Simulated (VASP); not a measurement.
# Pd (Pm-3m) in VASP: notebook

Runs on Pd. Level: PBE. Tasks: single point.

Program: VASP 6.6.1. These are calculated values, not measurements. Logs are shortened: lines on timing, memory, paths and dates and some standing lists are left out, and cuts for length are marked.

## Step 1: The cell of the first run

Symmetry: Pm-3m, No. 221, cubic system. Conventional cell: a = 2.376 Å, b = 2.376 Å, c = 2.376 Å, α = 90.00°, β = 90.00°, γ = 90.00°. Within 3.1 Å of Pd (site symmetry m-3m) lie 6 Pd at 2.38 Å.

## Step 2: Single point, PBE (volume scaled by 0.75)

Input file INCAR:

```
SYSTEM = Pd
ALGO = Normal ; EDIFF = 1E-6
ENCUT = 520 ; GGA = PE
ISIF = 2 ; ISMEAR = -1
LASPH = .TRUE. ; LCHARG = .FALSE.
LREAL = .FALSE. ; LWAVE = .FALSE.
NBANDS = 11 ; NELM = 100
PREC = Accurate ; SIGMA = 0.08
```

Input file KPOINTS:

```
k-points
0
G
  15 15 15
  0 0 0
```

Input file POSCAR:

```
Pd
1.0
    2.3755550530      0.0000000000      0.0000000000
    0.0000000000      2.3755550530      0.0000000000
    0.0000000000      0.0000000000      2.3755550530
Pd
1
Direct
    0.0000000000      0.0000000000      0.0000000000
```

Potentials or basis: VASP PAW PBE potentials, release 64 (Pd).

The run is started by

```console
cat potpaw_PBE.64/Pd/POTCAR > POTCAR
mpirun -np 1 vasp_std > vasp.out
```

OUTCAR:

```text
SYSTEM = Pd
   EDIFF = 1E-6
   ENCUT = 520
   GGA = PE
   ISIF = 2
   ISMEAR = -1
   LASPH = .TRUE.
   LREAL = .FALSE.
   NELM = 100
   PREC = Accurate

 ion  position               nearest neighbor table
   1  0.000  0.000  0.000-

  LATTYP: Found a simple cubic cell.
 ALAT       =     2.3755550530

  Lattice vectors:

 A1 = (   2.3755550530,   0.0000000000,   0.0000000000)
 A2 = (   0.0000000000,   2.3755550530,   0.0000000000)
 A3 = (   0.0000000000,   0.0000000000,   2.3755550530)

Analysis of symmetry for initial positions (statically):
=====================================================================
 Subroutine PRICEL returns:
 Original cell was already a primitive cell.

 Routine SETGRP: Setting up the symmetry group for a
 simple cubic supercell.

 Subroutine GETGRP returns: Found 48 space group operations
 (whereof 48 operations were pure point group operations)
 out of a pool of 48 trial point group operations.

The static configuration has the point symmetry O_h .

Analysis of symmetry for dynamics (positions and initial velocities):
=====================================================================
 Subroutine PRICEL returns:
 Original cell was already a primitive cell.

 Routine SETGRP: Setting up the symmetry group for a
 simple cubic supercell.

 Subroutine GETGRP returns: Found 48 space group operations
 (whereof 48 operations were pure point group operations)
 out of a pool of 48 trial point group operations.

The dynamic configuration has the point symmetry O_h .

 Subroutine INISYM returns: Found 48 space group operations
 (whereof 48 operations are pure point group operations),
 and found     1 'primitive' translations

----------------------------------------------------------------------------------------

                                     Primitive cell

  volume of cell :      13.4059

  direct lattice vectors                    reciprocal lattice vectors
     2.375555053  0.000000000  0.000000000     0.420954252  0.000000000  0.000000000
     0.000000000  2.375555053  0.000000000     0.000000000  0.420954252  0.000000000
     0.000000000  0.000000000  2.375555053     0.000000000  0.000000000  0.420954252

  length of vectors
     2.375555053  2.375555053  2.375555053     0.420954252  0.420954252  0.420954252

  position of ions in fractional coordinates (direct lattice)
     0.000000000  0.000000000  0.000000000

  ion indices of the primitive-cell ions
   primitive index   ion index
                 1           1

----------------------------------------------------------------------------------------

 KPOINTS: k-points

Automatic generation of k-mesh.
 Grid dimensions read from file:
 generate k-points for:   15   15   15

 Generating k-lattice:

  Cartesian coordinates                     Fractional coordinates (reciprocal lattice)
     0.028063617  0.000000000  0.000000000     0.066666667  0.000000000  0.000000000
     0.000000000  0.028063617  0.000000000     0.000000000  0.066666667  0.000000000
     0.000000000  0.000000000  0.028063617     0.000000000  0.000000000  0.066666667

  Length of vectors
     0.028063617  0.028063617  0.028063617

  Shift w.r.t. Gamma in fractional coordinates (k-lattice)
     0.000000000  0.000000000  0.000000000

 Subroutine IBZKPT returns following result:
 ===========================================

 Found    120 irreducible k-points:

 Following reciprocal coordinates:
            Coordinates               Weight
  0.000000  0.000000  0.000000      1.000000
  0.066667  0.000000  0.000000      6.000000
  0.133333  0.000000  0.000000      6.000000
  0.200000  0.000000  0.000000      6.000000
  0.266667  0.000000  0.000000      6.000000
  0.333333  0.000000  0.000000      6.000000
[... 16 lines left out ...]
  0.266667  0.200000  0.000000     24.000000
  0.333333  0.200000  0.000000     24.000000
 [... further k-points ...]
   k-points           NKPTS =    120   k-points in BZ     NKDIM =    120   number of bands    NBANDS=     11
   number of dos      NEDOS =    301   number of ions     NIONS =      1
   total plane-waves  NPLWV =   5832
   dimension x,y,z NGX =    18 NGY =   18 NGZ =   18
   dimension x,y,z NGXF=    36 NGYF=   36 NGZF=   36
   ions per type =               1
   NGX,Y,Z   is equivalent  to a cutoff of  12.60, 12.60, 12.60 a.u.
   NGXF,Y,Z  is equivalent  to a cutoff of  25.19, 25.19, 25.19 a.u.
 SYSTEM =  Pd
   PREC   = accura    normal or accurate (medium, high low for compatibility)
   ISTART =      0    job   : 0-new  1-cont  2-samecut
   ICHARG =      2    charge: 1-file 2-atom 10-const
   ISPIN  =      1    spin polarized calculation?
   LNONCOLLINEAR =      F non collinear calculations
   LSORBIT =      F    spin-orbit coupling
   LASPH  =      T    aspherical Exc in radial PAW
   ENCUT  =  520.0 eV  38.22 Ry    6.18 a.u.   4.42  4.42  4.42*2*pi/ulx,y,z
   NELM   =    100;   NELMIN=  2; NELMDL= -5     # of ELM steps
   EDIFF  = 0.1E-05   stopping-criterion for ELM
   LREAL  =      F    real-space projection
   EDIFFG = 0.1E-04   stopping-criterion for IOM
   NSW    =      0    number of steps for IOM
   IBRION =     -1    ionic relax: 0-MD 1-quasi-New 2-CG
   NFREE  =      0    steps in history (QN), initial steepest desc. (CG)
   ISIF   =      2    stress and relaxation
   ISYM   =      2    0-nonsym 1-usesym 2-fastsym
   POTIM  = 0.5000    time-step for ionic-motion
   TEBEG  =    0.0;   TEEND  =   0.0 temperature during run
   PSTRESS=    0.0 pullay stress
   NELECT =      10.0000    total number of electrons
   NUPDOWN=      -1.0000    fix difference up-down
   EMIN   =  10.00;   EMAX   =-10.00  energy-range for DOS
   EFERMI =   0.00;   METHOD = LEGACY
   ISMEAR =    -1;   SIGMA  =   0.08  broadening in eV -4-tet -1-fermi 0-gaus
   EFERMI_NEDOS =   21; number of points for ismear=-14 and -15
   IALGO  =     38    algorithm
   IMIX   =      4    mixing-type and parameters
     AMIX     =   0.40;   BMIX     =  1.00
     AMIX_MAG =   1.60;   BMIX_MAG =  1.00
  volume/ion in A,a.u.               =      13.41        90.47
  Fermi-wavevector in a.u.,A,eV,Ry     =   1.484715  2.805704 29.992388  2.204378
  Thomas-Fermi vector in A             =   2.598217
   LORBIT       =      0    0 simple, 1 ext, 2 COOP (PROOUT), +10 PAW based schemes
   GGA     = PE    functional components
   LHFCALC =     F    Hartree Fock is set to
   AEXX    =    0.0000 exact exchange contribution
   IVDW    =     0    specifies the selected vdW correction
   LEPSILON=     F    determine dielectric tensor
   LRPA    =     F    only Hartree local field effects (RPA)
 non-spin polarized calculation
  energy-cutoff  :      520.00
  volume of cell :       13.41
 maximum number of plane-waves:       371
 NGX is ok and might be reduce to    18
   NGX =  9   NGY =  9   NGZ =  9

 number of electron      10.0000000 magnetization

 number of electron       9.9999999 magnetization

 Free energy of the ion-electron system (eV)
  ---------------------------------------------------
  ext. energy  EPLUGINS =         0.00000000
  ---------------------------------------------------
  free energy    TOTEN  =        -3.97367213 eV

  energy without entropy =       -3.95098411  energy(sigma->0) =       -3.96232812

 E-fermi :  11.8620     XC(G=0): -13.6502

 val. band max:       11.8584323403   @ k =   0.2667   0.0667   0.0667
 cond. band min:      11.8714759659   @ k =   0.0667   0.0667   0.0000
 fundamental gap:      0.0130436256
 Fermi energy:        11.8620180458

 k-point     1 :       0.0000    0.0000    0.0000
  band No.  band energies     occupation
      1       3.8106      2.00000
      2       5.0941      2.00000
      3       5.0941      2.00000
      4      11.9684      0.41821
      5      11.9684      0.41821
      6      11.9684      0.41820
      7      30.3682      0.00000
      8      30.3682      0.00000
      9      30.3682      0.00000
     10      37.2427      0.00000
     11      38.4882      0.00000

 k-point     2 :       0.0667    0.0000    0.0000
  band No.  band energies     occupation
      1       3.9554      2.00000
      2       5.1233      2.00000
      3       5.2368      2.00000
      4      11.8387      1.14442
      5      11.8387      1.14442
      6      11.9786      0.37781
      7      29.3754      0.00000
      8      30.6277      0.00000
      9      30.6277      0.00000
     10      37.3154      0.00000
     11      37.7481      0.00000

 k-point     3 :       0.1333    0.0000    0.0000
  band No.  band energies     occupation
      1       4.3269      2.00000
      2       5.2070      2.00000
      3       5.7041      2.00000
      4      11.4865      1.98187
      5      11.4865      1.98187
      6      12.0074      0.27962
      7      27.3133      0.00000
      8      31.3621      0.00000
      9      31.3621      0.00000
     10      36.2120      0.00000
     11      37.3591      0.00000

 k-point     4 :       0.2000    0.0000    0.0000
  band No.  band energies     occupation
      1       4.7909      2.00000
      2       5.3329      2.00000
      3       6.5557      2.00000
      4      11.0012      1.99996
      5      11.0012      1.99996
      6      12.0500      0.17415
      7      25.0691      0.00000
      8      32.4610      0.00000
      9      32.4610      0.00000
     10      34.5735      0.00000
     11      37.3674      0.00000

 k-point     5 :       0.2667    0.0000    0.0000
  band No.  band energies     occupation
      1       5.2660      2.00000
      2       5.4816      2.00000
      3       7.7417      2.00000
      4      10.4850      2.00000
      5      10.4850      2.00000
      6      12.0994      0.09786
      7      22.9482      0.00000
      8      33.0999      0.00000
      9      33.7900      0.00000
     10      33.7900      0.00000
     11      37.3096      0.00000
[... 211 lines left out ...]
 k-point    21 :       0.4667    0.1333    0.0000
  band No.  band energies     occupation
      1       6.0832      2.00000
      2       7.0628      2.00000
      3       7.9002      2.00000
      4       9.5829      2.00000
      5      11.7814      1.46526
      6      12.8991      0.00000
      7      18.7615      0.00000
      8      30.7475      0.00000
      9      34.0965      0.00000
     10      35.4590      0.00000
     11      37.6028      0.00000

 k-point    22 :       0.2000    0.2000    0.0000
  band No.  band energies     occupation
      1       5.4602      2.00000
      2       6.5370      2.00000
      3       7.0332      2.00000
      4      10.2701      2.00000
      5      11.0195      1.99995
      6      11.2227      1.99932
      7      26.0920      0.00000
      8      27.0560      0.00000
      9      34.5700      0.00000
     10      34.7486      0.00000
     11      37.5624      0.00000

 k-point    23 :       0.2667    0.2000    0.0000
  band No.  band energies     occupation
      1       5.7239      2.00000
      2       6.7837      2.00000
      3       7.7522      2.00000
      4      10.3461      2.00000
      5      10.6036      2.00000
      6      11.2109      1.99942
      7      24.1559      0.00000
      8      27.6872      0.00000
      9      34.0752      0.00000
     10      35.8945      0.00000
     11      37.5625      0.00000

 k-point    24 :       0.3333    0.2000    0.0000
  band No.  band energies     occupation
      1       5.9695      2.00000
      2       6.8808      2.00000
      3       8.0940      2.00000
      4      10.1673      2.00000
      5      11.2653      1.99885
      6      11.2695      1.99879
      7      22.0829      0.00000
      8      28.6611      0.00000
      9      33.3606      0.00000
     10      37.3154      0.00000
     11      37.5344      0.00000

 [... further k-points ...]

------------------------ aborting loop because EDIFF is reached ----------------------------------------

  FORCE on cell =-STRESS in cart. coord.  units (eV):
  Direction    XX          YY          ZZ          XY          YZ          ZX
  --------------------------------------------------------------------------------------
  -------------------------------------------------------------------------------------
  Total        6.1502669      6.1502669      6.1502669      0.0000000      0.0000000      0.0000000
  in kB      735.0370817    735.0370817    735.0370817      0.0000000      0.0000000      0.0000000
  external PRESSURE =     735.0370817 kB  Pullay stress =       0.0000000 kB

 VOLUME and BASIS-vectors are now :
 -----------------------------------------------------------------------------
  energy-cutoff  :      520.00
  volume of cell :       13.41
      direct lattice vectors                 reciprocal lattice vectors
     2.375555053  0.000000000  0.000000000     0.420954252  0.000000000  0.000000000
     0.000000000  2.375555053  0.000000000     0.000000000  0.420954252  0.000000000
     0.000000000  0.000000000  2.375555053     0.000000000  0.000000000  0.420954252

 POSITION                                       TOTAL-FORCE (eV/Angst)
 -----------------------------------------------------------------------------------
      0.00000      0.00000      0.00000         0.000000      0.000000      0.000000
 -----------------------------------------------------------------------------------
    total drift:                                0.000000      0.000000      0.000000

  FREE ENERGIE OF THE ION-ELECTRON SYSTEM (eV)
  ---------------------------------------------------
  free  energy   TOTEN  =        -3.9736721329 eV

  energy  without entropy=       -3.9509841083  energy(sigma->0) =       -3.96232812
```

Run time: 5.9 s. Hardware: 1 thread of Intel Xeon 6975P-C (Granite Rapids), shared host; peak memory 0.12 GiB.

Results:

| Property | Result |
| --- | --- |
| Free energy | -3.9737 eV |
| Pressure | 73.5 GPa |
| Band gap on the k mesh | zero (band 5 reaches 13.74 eV, above the bottom of band 6 at 10.81 eV) |

## Step 3: Single point, PBE (volume scaled by 0.75)

Input file INCAR:

```
PREC     = Accurate       # precision mode
ENCUT    = 520            # plane-wave cutoff, eV
EDIFF    = 1E-7           # SCF threshold, eV
ISMEAR   = -1             # smearing method
SIGMA    = 0.08           # smearing width, eV
LREAL    = F              # projectors in reciprocal space
LASPH    = T              # aspherical terms in the spheres
NELM     = 60             # most SCF steps
ALGO     = Normal         # electronic algorithm
ISIF     = 2              # what is computed and relaxed
LWAVE    = F              # write WAVECAR
LCHARG   = F              # write CHGCAR
GGA      = PE             # functional
NBANDS   = 11             # bands
```

Input file KPOINTS:

```
regular mesh
0
Gamma
  15 15 15
```

POSCAR is that of step 2.

Potentials or basis: VASP PAW PBE potentials, release 64 (Pd).

The run is started by

```console
cat potpaw_PBE.64/Pd/POTCAR > POTCAR
mpirun -np 1 vasp_std > vasp.out
```

Run time: 6.1 s. Hardware: 1 thread of Intel Xeon 6975P-C (Granite Rapids), shared host; peak memory 0.13 GiB.

It converged, with:

```
Free energy            : -3.9737 eV
Pressure               : 73.5 GPa
Band gap on the k mesh : zero (band 5 reaches 13.74 eV, above the bottom of band 6 at 10.81 eV)
```

Levels at points of the mesh, in eV from the Fermi level:
| k point | band 3 | band 4 | band 5 | band 6 | band 7 | band 8 |
| --- | --- | --- | --- | --- | --- | --- |
| (0.00, 0.00, 0.00) | -6.77 | 0.11 | 0.11 | 0.11 | 18.51 | 18.51 |

## Step 4: Single point, PBE (volume scaled by 0.85)

Input file INCAR:

```
SYSTEM = Pd
PREC = Accurate
ENCUT = 520
EDIFF = 1E-7
ISMEAR = -1
SIGMA = 0.08
LREAL = .FALSE.
LASPH = .TRUE.
NELM = 80
ALGO = Normal
ISIF = 2
LWAVE = .FALSE.
LCHARG = .FALSE.
GGA = PE
NBANDS = 11
```

Input file KPOINTS:

```
Automatic mesh
0
G
  15 15 15
  0 0 0
```

Input file POSCAR:

```
Pd
1.0
    2.4767622537      0.0000000000      0.0000000000
    0.0000000000      2.4767622537      0.0000000000
    0.0000000000      0.0000000000      2.4767622537
Pd
1
Direct
    0.0000000000      0.0000000000      0.0000000000
```

The run is started by

```console
cat potpaw_PBE.64/Pd/POTCAR > POTCAR
mpirun -np 1 vasp_std > vasp.out
```

It took 7 s on 1 thread of Intel Xeon 6975P-C (Granite Rapids), shared host; peak memory 0.13 GiB.

Results (log left out):

```yaml
Free_energy: -4.5236 eV
Pressure: 29.6 GPa
Band_gap_on_the_k_mesh: zero (band 5 reaches 11.11 eV, above the bottom of band 6 at 8.75 eV)
```

Levels at points of the mesh, in eV from the Fermi level:
| k point | band 2 | band 3 | band 4 | band 5 | band 6 | band 7 | band 8 | band 9 |
| --- | --- | --- | --- | --- | --- | --- | --- | --- |
| (0.00, 0.00, 0.00) | -5.64 | -5.64 | 0.05 | 0.05 | 0.05 | 17.61 | 17.61 | 17.61 |

## Step 5: Single point, PBE (volume scaled by 0.95)

Input file INCAR:

```
ALGO     = Normal         # electronic algorithm
EDIFF    = 1E-6           # SCF threshold, eV
ENCUT    = 520            # plane-wave cutoff, eV
GGA      = PE             # functional
ISIF     = 2              # what is computed and relaxed
ISMEAR   = -1             # smearing method
LASPH    = T              # aspherical terms in the spheres
LCHARG   = F              # write CHGCAR
LREAL    = F              # projectors in reciprocal space
LWAVE    = F              # write WAVECAR
NBANDS   = 11             # bands
NELM     = 100            # most SCF steps
PREC     = Accurate       # precision mode
SIGMA    = 0.08           # smearing width, eV
```

Input file KPOINTS:

```
k-points
0
Gamma
  15 15 15
```

Input file POSCAR:

```
Pd
1.0
    2.5703122152      0.0000000000      0.0000000000
    0.0000000000      2.5703122152      0.0000000000
    0.0000000000      0.0000000000      2.5703122152
Pd
1
Direct
    0.0000000000      0.0000000000      0.0000000000
```

The run is started by

```console
cat potpaw_PBE.64/Pd/POTCAR > POTCAR
mpirun -np 1 vasp_std > vasp.out
```

It took 6.7 s on 1 thread of Intel Xeon 6975P-C (Granite Rapids), shared host; peak memory 0.13 GiB.

The run converged. Its results:

```
Free energy            : -4.7132 eV
Pressure               : 6.7 GPa
Band gap on the k mesh : zero (band 5 reaches 9.08 eV, above the bottom of band 6 at 7.18 eV)
```

Levels at points of the mesh, in eV from the Fermi level:
```csv
k point,band 2,band 3,band 4,band 5,band 6,band 7,band 8,band 9
"(0.00, 0.00, 0.00)",-4.79,-4.79,0.01,0.01,0.01,16.79,16.79,16.79
```

## Step 6: Single point, PBE (volume scaled by 0.95)

Input file INCAR:

```
SYSTEM = Pd
ALGO = Normal ; EDIFF = 1E-6
ENCUT = 520 ; GGA = PE
ISIF = 2 ; ISMEAR = -1
LASPH = .True. ; LCHARG = .False.
LREAL = .False. ; LWAVE = .False.
NBANDS = 11 ; NELM = 80
PREC = Accurate ; SIGMA = 0.08
```

Input file KPOINTS:

```
k-points
0
Gamma
  15 15 15
  0 0 0
```

POSCAR is that of step 5.

Potentials or basis: VASP PAW PBE potentials, release 64 (Pd).

The run is started by

```console
cat potpaw_PBE.64/Pd/POTCAR > POTCAR
mpirun -np 1 vasp_std > vasp.out
```

It took 13 s on 1 thread of AMD EPYC 7R43 (Zen 3), shared host; peak memory 0.11 GiB.

The run converged. Its results:

* Free energy: -4.7132 eV
* Pressure: 6.7 GPa
* Band gap on the k mesh: zero (band 5 reaches 9.08 eV, above the bottom of band 6 at 7.18 eV)

Levels at points of the mesh, in eV from the Fermi level:
```
           k point  band 3  band 4  band 5  band 6  band 7  band 8
(0.00, 0.00, 0.00)   -4.79    0.01    0.01    0.01   16.79   16.79
```

## Step 7: The runs side by side

```csv
cell,gap on the mesh (eV),pressure (GPa)
"a = 2.376 Å, 1 atom",none,73.5
"a = 2.477 Å, 1 atom",none,29.6
"a = 2.570 Å, 1 atom",none,6.7
```

Alike in all rows: task single point; level PBE; potentials or basis VASP PAW PBE potentials, release 64 (Pd); no spin polarisation; k mesh 15 × 15 × 15; cutoff (eV) 520; smearing fermi-dirac 0.08 eV.

Absolute energies hang on the potentials; compare differences alone.
